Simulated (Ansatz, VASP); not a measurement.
Given: the input of a run of Ansatz 0.2.0 on NaLa3.

File input.yaml:

```yaml
crystal:
  lattice:
    - [5.3254566032, 0.0, 0.0]
    - [0.0, 5.3254566032, 0.0]
    - [0.0, 0.0, 5.3254566032]
  atoms:
    - { symbol: La, position: [0.5, 0.5, 0.0] }
    - { symbol: La, position: [0.0, 0.5, 0.5] }
    - { symbol: La, position: [0.5, 0.0, 0.5] }
    - { symbol: Na, position: [0.0, 0.0, 0.0] }
hamiltonian:
  xc: pbe
  pseudopotentials: { kind: paw }
kpoints:
  mp_grid: { grid: [5, 5, 5] }
scf:
  occupations: { method: fermi_dirac, width: 0.05 }
output:
  forces: true
  stress: true
  eigenvalues: true
```

Potentials or basis: Ansatz PAW.

The run is started by

```console
$ ansatz run input.yaml --threads 2 --pin off --max-ram 5120MiB --backend cpu --events-out ev --progress --plain --runs-dir out
```

Question: Set up the same calculation for VASP 6.6.1. Potentials there: VASP PAW PBE potentials, release 64 (La, Na_pv).

Answer: As run (the cutoff follows the program's own potentials):

The input INCAR:

```
ALGO = Normal
EDIFF = 1E-7
ENCUT = 520
GGA = PE
ISIF = 2
ISMEAR = -1
LASPH = T
LCHARG = F
LREAL = F
LWAVE = F
NBANDS = 28
NELM = 100
PREC = Accurate
SIGMA = 0.05
```

Contents of KPOINTS:

```
k-points
0
Gamma
  5 5 5
```

The input POSCAR:

```
NaLa3
1.0
    5.3254566032      0.0000000000      0.0000000000
    0.0000000000      5.3254566032      0.0000000000
    0.0000000000      0.0000000000      5.3254566032
La Na
3 1
Direct
    0.5000000000      0.5000000000      0.0000000000
    0.0000000000      0.5000000000      0.5000000000
    0.5000000000      0.0000000000      0.5000000000
    0.0000000000      0.0000000000      0.0000000000
```

Potentials or basis: VASP PAW PBE potentials, release 64 (La, Na_pv).

Run with:

```bash
$ cat potpaw_PBE.64/La/POTCAR potpaw_PBE.64/Na_pv/POTCAR > POTCAR
$ mpirun -np 1 vasp_std > vasp.out
```

Both were run:

|  | VASP | Ansatz | Ansatz less VASP |
| --- | --- | --- | --- |
| gap on the k mesh at the Fermi level (eV) | none | none | - |
| pressure (GPa) | -0.6 | -0.7 | -0.03 |

A gap of «none» marks a metal or a gap that the smearing closes. VASP's potentials hold 40 valence electrons a cell and Ansatz's 42, so a difference there can come from the potentials and not from the codes.

Neither program's run includes spin-orbit coupling.
